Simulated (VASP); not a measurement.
# Ti (Cmcm) in VASP: further runs

The runs below take Ti through single point, with PBEsol.

All numbers are computed with VASP 6.6.1; they aren't measurements. Logs are shortened: lines on timing, memory, paths and dates and some standing lists are left out, and cuts for length are marked.

## Step 1: The cell of the first run

It takes space group Cmcm (No. 63, orthorhombic). Conventional cell: a = 2.900 Å, b = 4.722 Å, c = 4.591 Å, α = 90.00°, β = 90.00°, γ = 90.00°. Within 3.7 Å of Ti (site symmetry m2m) lie 12 Ti at 2.77 to 2.90 Å.

## Step 2: Single point, PBEsol (strain -0.0600 x Voigt [0, 1, 0, 0, 0, 0])

INCAR

```
PREC = Accurate
ENCUT = 520
EDIFF = 1E-7
ISMEAR = 0
SIGMA = 0.15
LREAL = False
LASPH = True
NELM = 100
ALGO = Fast
ISIF = 2
LWAVE = False
LCHARG = True
GGA = PS
LELF = True
LVHAR = True
NBANDS = 19
```

KPOINTS

```
Automatic mesh
0
Gamma
  24 24 14
```

POSCAR

```
Ti
1.0
    2.9004352004      0.0000000000      0.0000000000
   -1.4502176002      2.3611395317      0.0000000000
    0.0000000000      0.0000000000      4.5909904469
Ti
2
Direct
    0.3333333333      0.6666666667      0.2500000000
    0.6666666667      0.3333333333      0.7500000000
```

Potentials or basis: VASP PAW PBE potentials, release 64 (Ti_sv).

Run with:

```bash
cat potpaw_PBE.64/Ti_sv/POTCAR > POTCAR
mpirun -np 1 vasp_std > vasp.out
```

OUTCAR:

```text
PREC = Accurate
   ENCUT = 520
   EDIFF = 1E-7
   ISMEAR = 0
   LREAL = False
   LASPH = True
   NELM = 100
   ISIF = 2
   GGA = PS

 ion  position               nearest neighbor table
   1  0.333  0.667  0.250-   2 2.78   2 2.78   2 2.83   2 2.83   2 2.83   2 2.83
   2  0.667  0.333  0.750-   1 2.78   1 2.78   1 2.83   1 2.83   1 2.83   1 2.83

  Warning from LATTYP: Monoclinic adjustment (A1->A3, A2->A1, A3->A2)!
  LATTYP: Found a base centered orthorhombic cell.
 ALAT       =     2.9004352004
 B/A-ratio  =     1.6281277592
 C/A-ratio  =     1.5828626153

  Lattice vectors:

 A1 = (   1.4502176002,  -2.3611395317,   0.0000000000)
 A2 = (   1.4502176002,   2.3611395317,   0.0000000000)
 A3 = (   0.0000000000,   0.0000000000,   4.5909904469)

Analysis of symmetry for initial positions (statically):
=====================================================================
 Subroutine PRICEL returns:
 Original cell was already a primitive cell.

 Routine SETGRP: Setting up the symmetry group for a
 base centered orthorhombic supercell.

 Subroutine GETGRP returns: Found  8 space group operations
 (whereof  4 operations were pure point group operations)
 out of a pool of  8 trial point group operations.

The static configuration has the point symmetry C_2h.
 The point group associated with its full space group is D_2h.

Analysis of symmetry for dynamics (positions and initial velocities):
=====================================================================
 Subroutine PRICEL returns:
 Original cell was already a primitive cell.

 Routine SETGRP: Setting up the symmetry group for a
 base centered orthorhombic supercell.

 Subroutine GETGRP returns: Found  8 space group operations
 (whereof  4 operations were pure point group operations)
 out of a pool of  8 trial point group operations.

The dynamic configuration has the point symmetry C_2h.
 The point group associated with its full space group is D_2h.

 Subroutine INISYM returns: Found  8 space group operations
 (whereof  4 operations are pure point group operations),
 and found     1 'primitive' translations

----------------------------------------------------------------------------------------

                                     Primitive cell

  volume of cell :      31.4406

  direct lattice vectors                    reciprocal lattice vectors
     2.900435200  0.000000000  0.000000000     0.344775846  0.211762157  0.000000000
    -1.450217600  2.361139532  0.000000000     0.000000000  0.423524314  0.000000000
     0.000000000  0.000000000  4.590990447     0.000000000  0.000000000  0.217817922

  length of vectors
     2.900435200  2.770940450  4.590990447     0.404615367  0.423524314  0.217817922

  position of ions in fractional coordinates (direct lattice)
     0.333333333  0.666666667  0.250000000
     0.666666667  0.333333333  0.750000000

  ion indices of the primitive-cell ions
   primitive index   ion index
                 1           1
                 2           2

----------------------------------------------------------------------------------------

 KPOINTS: Automatic mesh

Automatic generation of k-mesh.
 Grid dimensions read from file:
 generate k-points for:   24   24   14

 Generating k-lattice:

  Cartesian coordinates                     Fractional coordinates (reciprocal lattice)
     0.014365660  0.008823423  0.000000000     0.041666667  0.000000000  0.000000000
     0.000000000  0.017646846  0.000000000     0.000000000  0.041666667  0.000000000
     0.000000000  0.000000000  0.015558423     0.000000000  0.000000000  0.071428571

  Length of vectors
     0.016858974  0.017646846  0.015558423

  Shift w.r.t. Gamma in fractional coordinates (k-lattice)
     0.000000000  0.000000000  0.000000000

 Subroutine IBZKPT returns following result:
 ===========================================

 Found   1256 irreducible k-points:

 Following reciprocal coordinates:
            Coordinates               Weight
  0.000000  0.000000  0.000000      1.000000
  0.041667 -0.000000  0.000000      4.000000
  0.083333 -0.000000  0.000000      4.000000
  0.125000 -0.000000  0.000000      4.000000
  0.166667 -0.000000  0.000000      4.000000
  0.208333  0.000000  0.000000      4.000000
[... 16 lines left out ...]
  0.375000  0.041667  0.000000      4.000000
  0.416667  0.041667  0.000000      4.000000
 [... further k-points ...]
   k-points           NKPTS =   1256   k-points in BZ     NKDIM =   1256   number of bands    NBANDS=     19
   number of dos      NEDOS =    301   number of ions     NIONS =      2
   total plane-waves  NPLWV =  20736
   dimension x,y,z NGX =    24 NGY =   24 NGZ =   36
   dimension x,y,z NGXF=    48 NGYF=   48 NGZF=   72
   ions per type =               2
   NGX,Y,Z   is equivalent  to a cutoff of  13.76, 14.40, 13.04 a.u.
   NGXF,Y,Z  is equivalent  to a cutoff of  27.51, 28.80, 26.07 a.u.
 SYSTEM =  unknown system
   PREC   = accura    normal or accurate (medium, high low for compatibility)
   ISTART =      0    job   : 0-new  1-cont  2-samecut
   ICHARG =      2    charge: 1-file 2-atom 10-const
   ISPIN  =      1    spin polarized calculation?
   LNONCOLLINEAR =      F non collinear calculations
   LSORBIT =      F    spin-orbit coupling
   LASPH  =      T    aspherical Exc in radial PAW
   ENCUT  =  520.0 eV  38.22 Ry    6.18 a.u.   5.39  5.15  8.54*2*pi/ulx,y,z
   NELM   =    100;   NELMIN=  2; NELMDL= -5     # of ELM steps
   EDIFF  = 0.1E-06   stopping-criterion for ELM
   LREAL  =      F    real-space projection
   EDIFFG = 0.1E-05   stopping-criterion for IOM
   NSW    =      0    number of steps for IOM
   IBRION =     -1    ionic relax: 0-MD 1-quasi-New 2-CG
   NFREE  =      0    steps in history (QN), initial steepest desc. (CG)
   ISIF   =      2    stress and relaxation
   ISYM   =      2    0-nonsym 1-usesym 2-fastsym
   POTIM  = 0.5000    time-step for ionic-motion
   TEBEG  =    0.0;   TEEND  =   0.0 temperature during run
   PSTRESS=    0.0 pullay stress
   NELECT =      24.0000    total number of electrons
   NUPDOWN=      -1.0000    fix difference up-down
   EMIN   =  10.00;   EMAX   =-10.00  energy-range for DOS
   EFERMI =   0.00;   METHOD = LEGACY
   ISMEAR =     0;   SIGMA  =   0.15  broadening in eV -4-tet -1-fermi 0-gaus
[... 22 lines left out ...]
   NGX = 11   NGY = 11   NGZ = 17

 number of electron      24.0000008 magnetization

 Free energy of the ion-electron system (eV)
  ---------------------------------------------------
  ext. energy  EPLUGINS =         0.00000000
  ---------------------------------------------------
  free energy    TOTEN  =       -16.60977210 eV

  energy without entropy =      -16.58629345  energy(sigma->0) =      -16.59803278

 E-fermi :   9.2712     XC(G=0): -12.1188

 val. band max:        9.2709173974   @ k =   0.0417   0.1667   0.0000
 cond. band min:       9.2761443119   @ k =   0.2917   0.3333   0.1429
 fundamental gap:      0.0052269145
 Fermi energy:         9.2711749702

 k-point     1 :       0.0000    0.0000    0.0000
  band No.  band energies     occupation
      1     -47.1545      2.00000
      2     -46.9680      2.00000
      3     -23.9420      2.00000
      4     -23.0926      2.00000
      5     -23.0283      2.00000
      6     -23.0104      2.00000
[... 11 lines left out ...]
     18      11.3678      0.00000
     19      12.7938      0.00000

 k-point     2 :       0.0417   -0.0000    0.0000
  band No.  band energies     occupation
      1     -47.1518      2.00000
      2     -46.9667      2.00000
      3     -23.9368      2.00000
      4     -23.1013      2.00000
      5     -23.0356      2.00000
      6     -23.0122      2.00000
[... 11 lines left out ...]
     18      11.3283      0.00000
     19      12.8918      0.00000

 k-point     3 :       0.0833   -0.0000    0.0000
  band No.  band energies     occupation
      1     -47.1441      2.00000
      2     -46.9631      2.00000
      3     -23.9216      2.00000
      4     -23.1299      2.00000
      5     -23.0530      2.00000
      6     -23.0176      2.00000
[... 11 lines left out ...]
     18      11.2293      0.00000
     19      12.9723      0.00000

 k-point     4 :       0.1250   -0.0000    0.0000
  band No.  band energies     occupation
      1     -47.1317      2.00000
      2     -46.9573      2.00000
      3     -23.8968      2.00000
      4     -23.1814      2.00000
      5     -23.0761      2.00000
      6     -23.0617      2.00000
[... 11 lines left out ...]
     18      11.2666      0.00000
     19      13.0351      0.00000

 k-point     5 :       0.1667   -0.0000    0.0000
  band No.  band energies     occupation
      1     -47.1153      2.00000
      2     -46.9500      2.00000
      3     -23.8635      2.00000
      4     -23.2527      2.00000
      5     -23.1376      2.00000
      6     -23.0921      2.00000
[... 11 lines left out ...]
     18      11.4476      0.00000
     19      13.0982      0.00000

 k-point     6 :       0.2083    0.0000    0.0000
  band No.  band energies     occupation
      1     -47.0958      2.00000
      2     -46.9419      2.00000
      3     -23.8229      2.00000
      4     -23.3376      2.00000
      5     -23.2201      2.00000
      6     -23.1146      2.00000
[... 11 lines left out ...]
     18      11.6882      0.00000
     19      13.1570      0.00000

 k-point     7 :       0.2500   -0.0000    0.0000
  band No.  band energies     occupation
      1     -47.0743      2.00000
      2     -46.9336      2.00000
      3     -23.7766      2.00000
      4     -23.4293      2.00000
      5     -23.3080      2.00000
      6     -23.1369      2.00000
[... 11 lines left out ...]
     18      11.9728      0.00000
     19      13.2081      0.00000

 k-point     8 :       0.2917   -0.0000    0.0000
  band No.  band energies     occupation
      1     -47.0521      2.00000
      2     -46.9260      2.00000
      3     -23.7267      2.00000
      4     -23.5214      2.00000
      5     -23.3947      2.00000
      6     -23.1584      2.00000
[... 256 lines left out ...]
 k-point    20 :       0.2500    0.0417    0.0000
  band No.  band energies     occupation
      1     -47.0593      2.00000
      2     -46.9274      2.00000
      3     -23.7453      2.00000
      4     -23.4860      2.00000
      5     -23.3717      2.00000
      6     -23.1469      2.00000
[... 11 lines left out ...]
     18      12.1739      0.00000
     19      13.2086      0.00000

 k-point    21 :       0.2917    0.0417    0.0000
  band No.  band energies     occupation
      1     -47.0374      2.00000
      2     -46.9207      2.00000
      3     -23.6946      2.00000
      4     -23.5742      2.00000
      5     -23.4530      2.00000
      6     -23.1683      2.00000
[... 11 lines left out ...]
     18      12.5552      0.00000
     19      13.2461      0.00000

 k-point    22 :       0.3333    0.0417    0.0000
  band No.  band energies     occupation
      1     -47.0169      2.00000
      2     -46.9157      2.00000
      3     -23.6524      2.00000
      4     -23.6446      2.00000
      5     -23.5234      2.00000
      6     -23.1878      2.00000
[... 11 lines left out ...]
     18      12.9636      0.00000
     19      13.2739      0.00000

 k-point    23 :       0.3750    0.0417    0.0000
  band No.  band energies     occupation
      1     -46.9992      2.00000
      2     -46.9128      2.00000
      3     -23.7151      2.00000
      4     -23.5987      2.00000
      5     -23.5787      2.00000
      6     -23.2043      2.00000
[... 11 lines left out ...]
     18      13.2930      0.00000
     19      13.4019      0.00000

 k-point    24 :       0.4167    0.0417    0.0000
  band No.  band energies     occupation
      1     -46.9860      2.00000
      2     -46.9117      2.00000
      3     -23.7581      2.00000
      4     -23.6157      2.00000
      5     -23.5623      2.00000
      6     -23.2166      2.00000
[... 11 lines left out ...]
     18      13.3046      0.00000
     19      13.8724      0.00000

 [... further k-points ...]

------------------------ aborting loop because EDIFF is reached ----------------------------------------

  FORCE on cell =-STRESS in cart. coord.  units (eV):
  Direction    XX          YY          ZZ          XY          YZ          ZX
  --------------------------------------------------------------------------------------
  -------------------------------------------------------------------------------------
  Total        0.8959563      2.6173662      0.9864724      0.0000000      0.0000000      0.0000000
  in kB       45.6568771    133.3778966     50.2694697      0.0000000      0.0000000      0.0000000
  external PRESSURE =      76.4347478 kB  Pullay stress =       0.0000000 kB

 VOLUME and BASIS-vectors are now :
 -----------------------------------------------------------------------------
  energy-cutoff  :      520.00
  volume of cell :       31.44
      direct lattice vectors                 reciprocal lattice vectors
     2.900435200  0.000000000  0.000000000     0.344775846  0.211762157  0.000000000
    -1.450217600  2.361139532  0.000000000     0.000000000  0.423524314  0.000000000
     0.000000000  0.000000000  4.590990447     0.000000000  0.000000000  0.217817922

 POSITION                                       TOTAL-FORCE (eV/Angst)
 -----------------------------------------------------------------------------------
     -0.00000      1.57409      1.14775        -0.000000     -0.161818      0.000000
      1.45022      0.78705      3.44324         0.000000      0.161818      0.000000
 -----------------------------------------------------------------------------------
    total drift:                               -0.000000      0.000000     -0.000000

  FREE ENERGIE OF THE ION-ELECTRON SYSTEM (eV)
  ---------------------------------------------------
  free  energy   TOTEN  =       -16.6097720970 eV

  energy  without entropy=      -16.5862934543  energy(sigma->0) =      -16.59803278
```

It took 33 min on 1 thread of Intel Xeon Platinum 8488C (Sapphire Rapids), shared host; peak memory 0.68 GiB.

Results:

| Item | Value |
| --- | --- |
| Free energy | -16.6098 eV |
| Pressure | 7.6 GPa |
| Largest force | 0.162 eV/Å |
| Band gap on the k mesh | zero (bands 12 and 13 overlap by 1.10 eV) |

Forces in eV/Å, atoms in the order of the input:
```
Ti   0.000 -0.162  0.000
Ti   0.000  0.162  0.000
```

Levels at points of the mesh, in eV from the Fermi level:
```csv
k point,band 10,band 11,band 12,band 13,band 14,band 15
"(0.00, 0.00, 0.00)",-2.93,0.45,0.78,0.82,1.03,1.35
"(0.50, 0.00, 0.00)",-2.38,-2.15,-0.48,0.49,0.95,1.10
"(0.00, 0.50, 0.00)",-2.41,-2.12,-0.04,0.33,0.70,1.52
"(0.00, 0.00, 0.50)",-4.47,-0.03,-0.03,0.44,0.44,1.24
"(0.50, 0.00, 0.50)",-2.82,-1.00,-1.00,1.56,1.56,2.19
"(0.00, 0.50, 0.50)",-2.78,-0.96,-0.96,1.78,1.78,2.00
```

Caveat: the cell differs from its parent crystal (strain -0.0600 x Voigt [0, 1, 0, 0, 0, 0]); the cell stands under pressure; the PAW data sets were made with another functional, which shifts forces and pressure a little.

## Step 3: Single point, PBEsol (strain -0.0450 x Voigt [0, 1, 0, 0, 0, 0])

INCAR

```
ALGO = Fast
EDIFF = 1E-7
ENCUT = 520
GGA = PS
ISIF = 2
ISMEAR = 0
LASPH = True
LCHARG = False
LREAL = False
LWAVE = False
NBANDS = 19
NELM = 80
PREC = Accurate
SIGMA = 0.15
```

KPOINTS

```
k-points
0
Gamma
  24 24 14
```

POSCAR

```
Ti
1.0
    2.9004352004      0.0000000000      0.0000000000
   -1.4502176002      2.3988172901      0.0000000000
    0.0000000000      0.0000000000      4.5909904469
Ti
2
Direct
    0.3333333333      0.6666666667      0.2500000000
    0.6666666667      0.3333333333      0.7500000000
```

Potentials or basis: VASP PAW PBE potentials, release 64 (Ti_sv).

Run with:

```bash
cat potpaw_PBE.64/Ti_sv/POTCAR > POTCAR
mpirun -np 1 vasp_std > vasp.out
```

Run time: 30 min. Hardware: 1 thread of Intel Xeon Platinum 8488C (Sapphire Rapids), shared host; peak memory 0.69 GiB.

The run converged. Its results:

* Free energy: -16.6463 eV
* Pressure: 5.5 GPa
* Largest force: 0.123 eV/Å
* Band gap on the k mesh: zero (bands 12 and 13 overlap by 1.13 eV)

Forces on the atoms (eV/Å):
```
Ti   0.000 -0.123  0.000
Ti   0.000  0.123  0.000
```

Stress tensor (GPa, compression positive):
```
3.23 0.00 0.00
0.00 9.72 0.00
0.00 0.00 3.61
```

Levels at points of the mesh, in eV from the Fermi level:
```
           k point  band 9  band 10  band 11  band 12  band 13  band 14  band 15  band 16
(0.00, 0.00, 0.00)   -6.38    -2.90     0.54     0.82     0.84     1.11     1.20     1.68
(0.50, 0.00, 0.00)   -2.43    -2.36    -2.10    -0.51     0.52     0.83     1.13     3.77
(0.00, 0.50, 0.00)   -2.44    -2.41    -2.08    -0.19     0.37     0.69     1.44     3.89
(0.00, 0.00, 0.50)   -4.46    -4.46     0.00     0.00     0.51     0.51     1.08     1.08
(0.50, 0.00, 0.50)   -2.78    -2.78    -0.97    -0.97     1.52     1.52     2.08     2.08
(0.00, 0.50, 0.50)   -2.75    -2.75    -0.93    -0.93     1.78     1.78     1.85     1.85
```

Caveat: the cell differs from its parent crystal (strain -0.0450 x Voigt [0, 1, 0, 0, 0, 0]); the cell stands under pressure; the PAW data sets were made with another functional, which shifts forces and pressure a little.

## Step 4: Single point, PBEsol (strain +0.0600 x Voigt [0, 1, 0, 0, 0, 0])

INCAR

```
  ALGO = Fast
  EDIFF = 1E-6
  ENCUT = 520
  GGA = PS
  ISIF = 2
  ISMEAR = 0
  LASPH = T
  LCHARG = T
  LELF = T
  LREAL = F
  LVHAR = T
  LWAVE = F
  NBANDS = 19
  NELM = 100
  PREC = Accurate
  SIGMA = 0.15
```

KPOINTS is that of step 3.

POSCAR

```
Ti
1.0
    2.9004352004      0.0000000000      0.0000000000
   -1.4502176002      2.6625615995      0.0000000000
    0.0000000000      0.0000000000      4.5909904469
Ti
2
Direct
    0.3333333333      0.6666666667      0.2500000000
    0.6666666667      0.3333333333      0.7500000000
```

Run with:

```bash
cat potpaw_PBE.64/Ti_sv/POTCAR > POTCAR
mpirun -np 1 vasp_std > vasp.out
```

Run time: 14 min. Hardware: 1 thread of Intel Xeon 6975P-C (Granite Rapids), shared host; peak memory 0.73 GiB.

It converged, with:

```yaml
Free_energy: -16.6210 eV
Pressure: -6.6 GPa
Largest_force: 0.146 eV/Å
Band_gap_on_the_k_mesh: zero (bands 12 and 13 overlap by 1.34 eV)
```

Forces on the atoms (eV/Å):
```
Ti   0.000  0.146  0.000
Ti   0.000 -0.146  0.000
```

Stress tensor (GPa, compression positive):
```
 -4.17   0.00   0.00
  0.00 -10.48   0.00
  0.00   0.00  -5.09
```

Levels at points of the mesh, in eV from the Fermi level:
```csv
k point,band 8,band 9,band 10,band 11,band 12,band 13,band 14,band 15,band 16,band 17
"(0.00, 0.00, 0.00)",-32.59,-6.14,-2.61,0.40,0.97,1.02,1.09,1.09,1.36,1.55
"(0.50, 0.00, 0.00)",-32.69,-2.30,-2.11,-1.75,-0.60,0.18,0.81,1.40,3.18,3.44
"(0.00, 0.50, 0.00)",-32.63,-2.42,-2.10,-1.73,-0.95,0.62,0.65,1.06,3.13,3.40
"(0.00, 0.00, 0.50)",-32.64,-4.24,-4.24,0.21,0.21,0.31,0.31,0.90,0.90,2.67
"(0.50, 0.00, 0.50)",-32.77,-2.45,-2.45,-0.70,-0.70,1.40,1.40,1.53,1.53,3.31
"(0.00, 0.50, 0.50)",-32.71,-2.53,-2.53,-0.76,-0.76,1.03,1.03,1.82,1.82,3.30
```

Caveat: the cell differs from its parent crystal (strain +0.0600 x Voigt [0, 1, 0, 0, 0, 0]); the cell stands under tension; the PAW data sets were made with another functional, which shifts forces and pressure a little.

## Step 5: Overview

| cell | further INCAR settings | gap on the mesh (eV) | pressure (GPa) | largest force (eV/Å) |
| --- | --- | --- | --- | --- |
| a = 2.900, b = 2.771, c = 4.591 Å, angles 90.0, 90.0, 121.6°, 2 atoms | ALGO = Fast; EDIFF = 1e-07; NBANDS = 19 | none | 7.6 | 0.16 |
| a = 2.900, b = 2.803, c = 4.591 Å, angles 90.0, 90.0, 121.2°, 2 atoms | ALGO = Fast; EDIFF = 1e-07; NBANDS = 19 | none | 5.5 | 0.12 |
| a = 2.900, b = 3.032, c = 4.591 Å, angles 90.0, 90.0, 118.6°, 2 atoms | ALGO = Fast; EDIFF = 1e-06; NBANDS = 19 | none | -6.6 | 0.15 |

Alike in all rows: task single point; level PBEsol; potentials or basis VASP PAW PBE potentials, release 64 (Ti_sv); no spin polarisation; k mesh 24 × 24 × 14; cutoff (eV) 520; smearing gaussian 0.15 eV.

Caveats: the PAW data sets were made with another functional, which shifts forces and pressure a little; the cell stands under pressure (at least some runs); the cell stands under tension (at least some runs).

Absolute energies hang on the potentials; compare differences alone.
